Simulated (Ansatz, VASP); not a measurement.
# Ti: VASP beside Ansatz

```
Ti
1.0
     2.85617    0.00000    0.00000
    -1.42809    2.47352    0.00000
     0.00000    0.00000    9.13985
Ti
4
Direct
  0.00000 0.00000 0.00000
  0.00000 0.00000 0.50000
  0.33333 0.66667 0.25000
  0.66667 0.33333 0.75000
```

Alike in both runs: task single point; functional PBEsol; k mesh 14 × 14 × 4; occupations fermi-dirac, width 0.1 eV; no spin polarisation.

|  | VASP | Ansatz |
| --- | --- | --- |
| version | VASP 6.6.1 | Ansatz 0.2.0 |
| potentials or method | VASP PAW PBE potentials, release 64 (Ti_sv), cutoff 520 eV | plane waves (420 eV) with PAW, scalar-relativistic |
| valence electrons in the cell | 48 | 48 |

VASP gave:

```
pressure (GPa) : 4.8
```

Task: Which values does Ansatz return?

Result: Pressure (GPa): 5.2.

VASP's potentials were made for PBE, not for PBEsol, and Ansatz warns of the same on its side.
